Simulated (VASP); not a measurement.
# GeOs2 (I4/mmm) in VASP: single point with PBE

Aim: the single point of GeOs2 with PBE.

Program: VASP 6.6.1. These are calculated values, not measurements. Logs are shortened: lines on timing, memory, paths and dates and some standing lists are left out, and cuts for length are marked.

## Step 1: The cell of the first run

The structure is tetragonal, space group I4/mmm (No. 139). The conventional cell has a = 3.403 Å, b = 3.403 Å, c = 7.807 Å, α = 90.00°, β = 90.00°, γ = 90.00°. Within 3.5 Å of Ge (site symmetry 4/mmm) lie 10 Os at 2.58 to 2.75 Å and 4 Ge at 3.40 Å. Within 3.5 Å of Os (site symmetry 4mm) lie 5 Ge at 2.58 to 2.75 Å and 9 Os at 2.65 to 3.40 Å.

## Step 2: Single point, PBE

Contents of INCAR:

```
ALGO     = Fast           # electronic algorithm
EDIFF    = 1E-6           # SCF threshold, eV
ENCUT    = 520            # plane-wave cutoff, eV
GGA      = PE             # functional
ISIF     = 2              # what is computed and relaxed
ISMEAR   = 0              # smearing method
LASPH    = True           # aspherical terms in the spheres
LCHARG   = True           # write CHGCAR
LELF     = True           # ELF
LREAL    = False          # projectors in reciprocal space
LVHAR    = True         
LWAVE    = False          # write WAVECAR
NBANDS   = 22             # bands
NELM     = 80             # most SCF steps
PREC     = Accurate       # precision mode
SIGMA    = 0.1            # smearing width, eV
```

Contents of KPOINTS:

```
k-points
0
Gamma
  6 6 6
```

Contents of POSCAR:

```
GeOs2
1.0
   -1.7013109547      1.7013109547      3.9033056471
    1.7013109547     -1.7013109547      3.9033056471
    1.7013109547      1.7013109547     -3.9033056471
Ge Os
1 2
Direct
    0.0000000000      0.0000000000      0.0000000000
    0.6697174197      0.6697174197      0.0000000000
    0.3302825803      0.3302825803      0.0000000000
```

Potentials or basis: VASP PAW PBE potentials, release 64 (Ge_d, Os).

On the command line:

```sh
cat potpaw_PBE.64/Ge_d/POTCAR potpaw_PBE.64/Os/POTCAR > POTCAR
mpirun -np 1 vasp_std > vasp.out
```

OUTCAR:

```text
EDIFF = 1E-6
   ENCUT = 520
   GGA = PE
   ISIF = 2
   ISMEAR = 0
   LASPH = True
   LREAL = False
   NELM = 80
   PREC = Accurate

 ion  position               nearest neighbor table
   1  0.000  0.000  0.000-   2 2.58   3 2.58   2 2.75   3 2.75   2 2.75   2 2.75   2 2.75   3 2.75
                             3 2.75   3 2.75
   2  0.670  0.670  0.000-   1 2.58   3 2.65   3 2.71   3 2.71   3 2.71   3 2.71   1 2.75   1 2.75
                             1 2.75   1 2.75
   3  0.330  0.330  0.000-   1 2.58   2 2.65   2 2.71   2 2.71   2 2.71   2 2.71   1 2.75   1 2.75
                             1 2.75   1 2.75

  LATTYP: Found a body centered tetragonal cell.
 ALAT       =     3.4026219094
 C/A-ratio  =     2.2942929018

  Lattice vectors:

 A1 = (  -1.7013109547,   1.7013109547,   3.9033056471)
 A2 = (   1.7013109547,  -1.7013109547,   3.9033056471)
 A3 = (   1.7013109547,   1.7013109547,  -3.9033056471)

Analysis of symmetry for initial positions (statically):
=====================================================================
 Subroutine PRICEL returns:
 Original cell was already a primitive cell.

 Routine SETGRP: Setting up the symmetry group for a
 body centered tetragonal supercell.

 Subroutine GETGRP returns: Found 16 space group operations
 (whereof 16 operations were pure point group operations)
 out of a pool of 16 trial point group operations.

The static configuration has the point symmetry D_4h.

Analysis of symmetry for dynamics (positions and initial velocities):
=====================================================================
 Subroutine PRICEL returns:
 Original cell was already a primitive cell.

 Routine SETGRP: Setting up the symmetry group for a
 body centered tetragonal supercell.

 Subroutine GETGRP returns: Found 16 space group operations
 (whereof 16 operations were pure point group operations)
 out of a pool of 16 trial point group operations.

The dynamic configuration has the point symmetry D_4h.

 Subroutine INISYM returns: Found 16 space group operations
 (whereof 16 operations are pure point group operations),
 and found     1 'primitive' translations

----------------------------------------------------------------------------------------

                                     Primitive cell

  volume of cell :      45.1918

  direct lattice vectors                    reciprocal lattice vectors
    -1.701310955  1.701310955  3.903305647     0.000000000  0.293891013  0.128096553
     1.701310955 -1.701310955  3.903305647     0.293891013  0.000000000  0.128096553
     1.701310955  1.701310955 -3.903305647     0.293891013  0.293891013  0.000000000

  length of vectors
     4.585271301  4.585271301  4.585271301     0.320594221  0.320594221  0.415624657

  position of ions in fractional coordinates (direct lattice)
     0.000000000  0.000000000  0.000000000
     0.669717420  0.669717420  0.000000000
     0.330282580  0.330282580  0.000000000

  ion indices of the primitive-cell ions
   primitive index   ion index
                 1           1
                 2           2
                 3           3

----------------------------------------------------------------------------------------

 KPOINTS: k-points

Automatic generation of k-mesh.
 Grid dimensions read from file:
 generate k-points for:    6    6    6

 Generating k-lattice:

  Cartesian coordinates                     Fractional coordinates (reciprocal lattice)
     0.000000000  0.048981836  0.021349426     0.166666667  0.000000000 -0.000000000
     0.048981836  0.000000000  0.021349426     0.000000000  0.166666667 -0.000000000
     0.048981836  0.048981836  0.000000000     0.000000000  0.000000000  0.166666667

  Length of vectors
     0.053432370  0.053432370  0.069270776

  Shift w.r.t. Gamma in fractional coordinates (k-lattice)
     0.000000000  0.000000000  0.000000000

 Subroutine IBZKPT returns following result:
 ===========================================

 Found     30 irreducible k-points:

 Following reciprocal coordinates:
            Coordinates               Weight
  0.000000  0.000000  0.000000      1.000000
  0.166667  0.000000 -0.000000      8.000000
  0.333333  0.000000 -0.000000      8.000000
  0.500000  0.000000  0.000000      4.000000
  0.166667  0.166667 -0.000000      8.000000
  0.333333  0.166667 -0.000000     16.000000
[... 16 lines left out ...]
 -0.333333 -0.333333  0.166667      8.000000
 -0.166667 -0.333333  0.166667      8.000000
 [... further k-points ...]
   k-points           NKPTS =     30   k-points in BZ     NKDIM =     30   number of bands    NBANDS=     22
   number of dos      NEDOS =    301   number of ions     NIONS =      3
   total plane-waves  NPLWV =  46656
   dimension x,y,z NGX =    36 NGY =   36 NGZ =   36
   dimension x,y,z NGXF=    72 NGYF=   72 NGZF=   72
   ions per type =               1   2
   NGX,Y,Z   is equivalent  to a cutoff of  13.05, 13.05, 13.05 a.u.
   NGXF,Y,Z  is equivalent  to a cutoff of  26.10, 26.10, 26.10 a.u.
 SYSTEM =  unknown system
   PREC   = accura    normal or accurate (medium, high low for compatibility)
   ISTART =      0    job   : 0-new  1-cont  2-samecut
   ICHARG =      2    charge: 1-file 2-atom 10-const
   ISPIN  =      1    spin polarized calculation?
   LNONCOLLINEAR =      F non collinear calculations
   LSORBIT =      F    spin-orbit coupling
   LASPH  =      T    aspherical Exc in radial PAW
   ENCUT  =  520.0 eV  38.22 Ry    6.18 a.u.   8.53  8.53  8.53*2*pi/ulx,y,z
   NELM   =     80;   NELMIN=  2; NELMDL= -5     # of ELM steps
   EDIFF  = 0.1E-05   stopping-criterion for ELM
   LREAL  =      F    real-space projection
   EDIFFG = 0.1E-04   stopping-criterion for IOM
   NSW    =      0    number of steps for IOM
   IBRION =     -1    ionic relax: 0-MD 1-quasi-New 2-CG
   NFREE  =      0    steps in history (QN), initial steepest desc. (CG)
   ISIF   =      2    stress and relaxation
   ISYM   =      2    0-nonsym 1-usesym 2-fastsym
   POTIM  = 0.5000    time-step for ionic-motion
   TEBEG  =    0.0;   TEEND  =   0.0 temperature during run
   PSTRESS=    0.0 pullay stress
   NELECT =      30.0000    total number of electrons
   NUPDOWN=      -1.0000    fix difference up-down
   EMIN   =  10.00;   EMAX   =-10.00  energy-range for DOS
   EFERMI =   0.00;   METHOD = LEGACY
   ISMEAR =     0;   SIGMA  =   0.10  broadening in eV -4-tet -1-fermi 0-gaus
   EFERMI_NEDOS =   21; number of points for ismear=-14 and -15
   IALGO  =     68    algorithm
   IMIX   =      4    mixing-type and parameters
     AMIX     =   0.40;   BMIX     =  1.00
     AMIX_MAG =   1.60;   BMIX_MAG =  1.00
  volume/ion in A,a.u.               =      15.06       101.66
  Fermi-wavevector in a.u.,A,eV,Ry     =   1.428111  2.698738 27.749092  2.039501
  Thomas-Fermi vector in A             =   2.548208
   LORBIT       =      0    0 simple, 1 ext, 2 COOP (PROOUT), +10 PAW based schemes
   GGA     = PE    functional components
   LHFCALC =     F    Hartree Fock is set to
   AEXX    =    0.0000 exact exchange contribution
   IVDW    =     0    specifies the selected vdW correction
   LEPSILON=     F    determine dielectric tensor
   LRPA    =     F    only Hartree local field effects (RPA)
 non-spin polarized calculation
 RMM-DIIS sequential band-by-band and
 Gauss-broadening in eV      SIGMA  =   0.10
  energy-cutoff  :      520.00
  volume of cell :       45.19
 maximum number of plane-waves:      1233
 NGX is ok and might be reduce to    36
   NGX = 17   NGY = 17   NGZ = 17

 number of electron      29.9999999 magnetization

 Free energy of the ion-electron system (eV)
  ---------------------------------------------------
  ext. energy  EPLUGINS =         0.00000000
  ---------------------------------------------------
  free energy    TOTEN  =       -24.84023680 eV

  energy without entropy =      -24.81963596  energy(sigma->0) =      -24.82993638

 E-fermi :   8.8347     XC(G=0): -13.2099

 val. band max:        8.7831124104   @ k =  -0.3333  -0.3333   0.1667
 cond. band min:       8.8524415334   @ k =   0.1667   0.1667   0.1667
 fundamental gap:      0.0693291230
 Fermi energy:         8.8347209611

 k-point     1 :       0.0000    0.0000    0.0000
  band No.  band energies     occupation
      1     -16.2524      2.00000
      2     -16.2446      2.00000
      3     -16.2279      2.00000
      4     -16.2098      2.00000
      5     -16.2098      2.00000
      6      -4.0207      2.00000
[... 14 lines left out ...]
     21      14.7487      0.00000
     22      17.3072      0.00000

 k-point     2 :       0.1667    0.0000   -0.0000
  band No.  band energies     occupation
      1     -16.2470      2.00000
      2     -16.2463      2.00000
      3     -16.2267      2.00000
      4     -16.2133      2.00000
      5     -16.2108      2.00000
      6      -3.5438      2.00000
[... 14 lines left out ...]
     21      15.6703      0.00000
     22      17.1924      0.00000

 k-point     3 :       0.3333    0.0000   -0.0000
  band No.  band energies     occupation
      1     -16.2498      2.00000
      2     -16.2410      2.00000
      3     -16.2216      2.00000
      4     -16.2186      2.00000
      5     -16.2130      2.00000
      6      -2.2986      2.00000
[... 14 lines left out ...]
     21      15.8466      0.00000
     22      18.1271      0.00000

 k-point     4 :       0.5000    0.0000    0.0000
  band No.  band energies     occupation
      1     -16.2517      2.00000
      2     -16.2402      2.00000
      3     -16.2246      2.00000
      4     -16.2142      2.00000
      5     -16.2135      2.00000
      6      -1.3105      2.00000
[... 14 lines left out ...]
     21      16.7898      0.00000
     22      17.5311      0.00000

 k-point     5 :       0.1667    0.1667   -0.0000
  band No.  band energies     occupation
      1     -16.2483      2.00000
      2     -16.2407      2.00000
      3     -16.2270      2.00000
      4     -16.2156      2.00000
      5     -16.2128      2.00000
      6      -2.9715      2.00000
[... 417 lines left out ...]
 k-point    22 :      -0.1667    0.5000    0.1667
  band No.  band energies     occupation
      1     -16.2498      2.00000
      2     -16.2420      2.00000
      3     -16.2229      2.00000
      4     -16.2202      2.00000
      5     -16.2138      2.00000
      6      -1.8039      2.00000
[... 14 lines left out ...]
     21      17.0799      0.00000
     22      18.4428      0.00000

 k-point    23 :      -0.3333   -0.3333    0.1667
  band No.  band energies     occupation
      1     -16.2481      2.00000
      2     -16.2410      2.00000
      3     -16.2312      2.00000
      4     -16.2165      2.00000
      5     -16.2143      2.00000
      6      -2.2846      2.00000
[... 14 lines left out ...]
     21      17.3134      0.00000
     22      19.1116      0.00000

 k-point    24 :      -0.1667   -0.3333    0.1667
  band No.  band energies     occupation
      1     -16.2474      2.00000
      2     -16.2461      2.00000
      3     -16.2304      2.00000
      4     -16.2145      2.00000
      5     -16.2120      2.00000
      6      -2.9727      2.00000
[... 14 lines left out ...]
     21      17.2813      0.00000
     22      18.3076      0.00000

 [... further k-points ...]
[... 5 lines left out ...]
  --------------------------------------------------------------------------------------
  -------------------------------------------------------------------------------------
  Total        0.0990852      0.0990852      0.1225623      0.0000000      0.0000000      0.0000000
  in kB        3.5128478      3.5128478      4.3451785      0.0000000      0.0000000      0.0000000
  external PRESSURE =       3.7902914 kB  Pullay stress =       0.0000000 kB

 VOLUME and BASIS-vectors are now :
 -----------------------------------------------------------------------------
  energy-cutoff  :      520.00
  volume of cell :       45.19
      direct lattice vectors                 reciprocal lattice vectors
    -1.701310955  1.701310955  3.903305647     0.000000000  0.293891013  0.128096553
     1.701310955 -1.701310955  3.903305647     0.293891013  0.000000000  0.128096553
     1.701310955  1.701310955 -3.903305647     0.293891013  0.293891013  0.000000000

 POSITION                                       TOTAL-FORCE (eV/Angst)
 -----------------------------------------------------------------------------------
      0.00000      0.00000      0.00000        -0.000000     -0.000000      0.000000
      0.00000      0.00000      5.22822         0.000000      0.000000     -0.044033
      0.00000      0.00000      2.57839        -0.000000     -0.000000      0.044033
 -----------------------------------------------------------------------------------
    total drift:                               -0.000000     -0.000000     -0.000000

  FREE ENERGIE OF THE ION-ELECTRON SYSTEM (eV)
  ---------------------------------------------------
  free  energy   TOTEN  =       -24.8402368023 eV

  energy  without entropy=      -24.8196359641  energy(sigma->0) =      -24.82993638
```

Run time: 26 s. Hardware: 1 thread of Intel Xeon 6975P-C (Granite Rapids), shared host; peak memory 0.22 GiB.

Results:

* Free energy: -24.8402 eV
* Pressure: 0.4 GPa
* Largest force: 0.044 eV/Å
* Band gap on the k mesh: zero (bands 15 and 16 overlap by 0.61 eV)

Forces in eV/Å, atoms in the order of the input:
```
Ge   0.000  0.000  0.000
Os   0.000  0.000 -0.044
Os   0.000  0.000  0.044
```

Caveat: spin-orbit coupling is left out, which moves the levels of the heavy elements.
